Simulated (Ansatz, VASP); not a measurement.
Sn: VASP beside Ansatz

```xyz
2
Lattice="0.0000 3.2850 3.2850 3.2850 0.0000 3.2850 3.2850 3.2850 0.0000" Properties=species:S:1:pos:R:3 pbc="T T T"
Sn    3.2850    3.2850    3.2850
Sn    4.9275    4.9275    4.9275
```

Alike in both runs: task single point; functional PBEsol; k mesh 6 × 6 × 6; occupations gaussian, width 0.1 eV; no spin polarisation.

|  | VASP | Ansatz |
| --- | --- | --- |
| version | VASP 6.6.1 | Ansatz 0.2.0 |
| potentials or method | VASP PAW PBE potentials, release 64 (Sn_d), cutoff 520 eV | scalar-relativistic, plane waves, PAW |
| valence electrons in the cell | 28 | 28 |

Ansatz gave:

| Item | Value |
| --- | --- |
| gap on the k mesh at the Fermi level (eV) | none |
| pressure (GPa) | -0.5 |

Q: Estimate VASP's values.

A: gap on the k mesh at the Fermi level (eV): none; pressure (GPa): -0.6.

VASP's potentials were made for PBE, not for PBEsol, and Ansatz warns of the same on its side. A gap of «none» marks a metal or a gap that the smearing closes.
